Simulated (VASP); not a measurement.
A run of VASP 6.6.1 is set up as follows.

Contents of INCAR:

```
ALGO = Fast
EDIFF = 1E-6
EDIFFG = -0.04
ENCUT = 600
GGA = PE
IBRION = 2
ISIF = 3
ISMEAR = 0
LASPH = True
LCHARG = False
LREAL = False
LWAVE = False
NELM = 60
NSW = 90
PREC = Accurate
SIGMA = 0.1
```

The input KPOINTS:

```
k-points
0
Gamma
  6 6 2
```

POSCAR

```
Zn
1.0
    3.3730316337      0.0000000000      0.0000000000
   -1.6865158168      2.9211310825      0.0000000000
    0.0000000000      0.0000000000     11.0162212482
Zn
8
Direct
    0.0000000000      0.0000000000      0.0937500000
    0.0000000000      0.0000000000      0.5937500000
    0.0000000000      0.0000000000      0.4062500000
    0.0000000000      0.0000000000      0.9062500000
    0.3333333333      0.6666666667      0.1562500000
    0.6666666667      0.3333333333      0.6562500000
    0.3333333333      0.6666666667      0.3437500000
    0.6666666667      0.3333333333      0.8437500000
```

Potentials or basis: VASP PAW PBE potentials, release 64 (Zn).

Launch:

```bash
$ cat potpaw_PBE.64/Zn/POTCAR > POTCAR
$ mpirun -np 1 vasp_std > vasp.out
```

Predict the band gap on the k mesh.

zero (bands 48 and 49 overlap by 3.20 eV).

Estimate the relaxed volume.

19.91 Å³/atom.

Final structure:
```
CELL_PARAMETERS angstrom
4.29088 0.00000 0.00000
-2.14544 3.71601 0.00000
0.00000 0.00000 9.98772
ATOMIC_POSITIONS crystal
Zn 0.00000 0.00000 0.12847
Zn 0.00000 0.00000 0.62847
Zn 0.00000 0.00000 0.37153
Zn 0.00000 0.00000 0.87153
Zn 0.33333 0.66667 0.99338
Zn 0.66667 0.33333 0.49338
Zn 0.33333 0.66667 0.50662
Zn 0.66667 0.33333 0.00662
```

Caveat: the volume moved by over 15 % at a fixed basis, so the end points are rough.
